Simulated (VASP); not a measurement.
Crystal: InSb.

```xyz
2
Lattice="0.0000 3.3779 3.1719 3.3779 0.0000 3.1719 3.3779 3.3779 0.0000" Properties=species:S:1:pos:R:3 pbc="T T T"
In    0.0000    0.0000    0.0000
Sb    1.6889    1.6889    1.5859
```

This cell differs from its parent crystal: epitaxial xy strain +3.0%.

Base run:

- Program: VASP 6.6.1
- Functional: PBE
- Potentials or basis: VASP PAW PBE potentials, release 64 (In_d, Sb)
- Cutoff: 500 eV
- k mesh: 6 × 6 × 6
- Occupations: fermi-dirac, width 0.02 eV
- Spin: no spin polarisation

Its results: band gap on the k mesh 0.27 eV, direct; pressure 0.3 GPa.

Task: The run is repeated on the same cell with these changes: functional from PBE to HSE06; cutoff from 500 eV to 520 eV; k mesh from 6 × 6 × 6 to 4 × 4 × 4. What comes out?

Result: Band gap on the k mesh 0.17 eV, direct; pressure -1.2 GPa.

Several settings changed at once, so the effect can't be laid on one alone.

Caveats: spin-orbit coupling is left out, which moves the levels of the heavy elements; the PAW data sets were made with another functional, which shifts forces and pressure a little (some runs).

A k mesh can miss the band edges.
